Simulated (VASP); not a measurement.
Here is a VASP 6.6.1 calculation.

The input INCAR:

```
ALGO = Normal
EDIFF = 1E-6
ENCUT = 520
GGA = PS
ISIF = 2
ISMEAR = -1
LASPH = T
LCHARG = T
LELF = T
LREAL = F
LVHAR = T
LWAVE = F
NBANDS = 12
NELM = 80
PREC = Accurate
SIGMA = 0.08
```

KPOINTS

```
k-points
0
Gamma
  18 18 18
```

The input POSCAR:

```
Ag
1.0
   -1.6127151728      1.6127151728      1.6127151728
    1.6127151728     -1.6127151728      1.6127151728
    1.6127151728      1.6127151728     -1.6127151728
Ag
1
Direct
    0.0000000000      0.0000000000      0.0000000000
```

Potentials or basis: VASP PAW PBE potentials, release 64 (Ag).

Launch:

```bash
$ cat potpaw_PBE.64/Ag/POTCAR > POTCAR
$ mpirun -np 1 vasp_std > vasp.out
```

Q: Estimate the pressure.

A: -0.2 GPa.

Q: Estimate the band gap on the k mesh.

A: Zero (an odd number of electrons rules out a gap without spin polarisation).

Caveat: the PAW data sets were made with another functional, which shifts forces and pressure a little.
